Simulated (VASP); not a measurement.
Wanted: the native input for a VASP 6.6.1 run.

* Task: electric field gradients
* Functional: PBE
* Potentials or basis: VASP PAW PBE potentials, release 64 (Ba_sv, Ti_sv, O)
* Cutoff: 520 eV
* k mesh: 9 × 9 × 9
* Occupations: fermi-dirac, width 0.05 eV
* Spin: no spin polarisation
* Dipole correction: no
* Further INCAR settings: ALGO = Normal; EDIFF = 1e-08; NBANDS = 28

The structure of BaTiO3 lies in POSCAR:

```
BaTiO3
1.0
    2.8831267109      1.6645739827      2.3631888664
   -2.8831267109      1.6645739827      2.3631888664
    0.0000000000     -3.3291479653      2.3631888664
Ba Ti O
1 1 3
Direct
    0.0000000000      0.0000000000      0.0000000000
    0.5140000000      0.5140000000      0.5140000000
    0.4916000000      0.4916000000      0.9815000000
    0.4916000000      0.9815000000      0.4916000000
    0.9815000000      0.4916000000      0.4916000000
```

The input as run:

INCAR

```
SYSTEM = BaTiO3
ALGO     = Normal         ! electronic algorithm
EDIFF    = 1E-8           ! SCF threshold, eV
ENCUT    = 520            ! plane-wave cutoff, eV
GGA      = PE             ! functional
ISIF     = 2              ! what is computed and relaxed
ISMEAR   = -1             ! smearing method
LASPH    = .TRUE.         ! aspherical terms in the spheres
LCHARG   = .FALSE.        ! write CHGCAR
LEFG     = .TRUE.       
LREAL    = .FALSE.        ! projectors in reciprocal space
LWAVE    = .FALSE.        ! write WAVECAR
NBANDS   = 28             ! bands
NELM     = 60             ! most SCF steps
PREC     = Accurate       ! precision mode
SIGMA    = 0.05           ! smearing width, eV
```

KPOINTS

```
k-points
0
G
  9 9 9
  0 0 0
```

Potentials or basis: VASP PAW PBE potentials, release 64 (Ba_sv, Ti_sv, O).

Run with:

```bash
$ cat potpaw_PBE.64/Ba_sv/POTCAR potpaw_PBE.64/Ti_sv/POTCAR potpaw_PBE.64/O/POTCAR > POTCAR
$ mpirun -np 1 vasp_std > vasp.out
```

It gave:

The pressure is -2.7 GPa. The largest force is 0.440 eV/Å. The band gap on the k mesh is 2.24 eV (least direct gap 2.63 eV). The largest electric field gradient by atom is Ba +3.3; Ti +9.9; O +25.0 V/Å².

Caveat: without QUAD_EFG the Cq values of the log hold for a quadrupole moment of 1 mb, not for the nuclei; spin-orbit coupling is left out, which moves the levels of the heavy elements.

Wall time 4.7 min on 1 thread of Intel Xeon 8259CL, with other jobs on the host, peak memory 0.29 GiB.
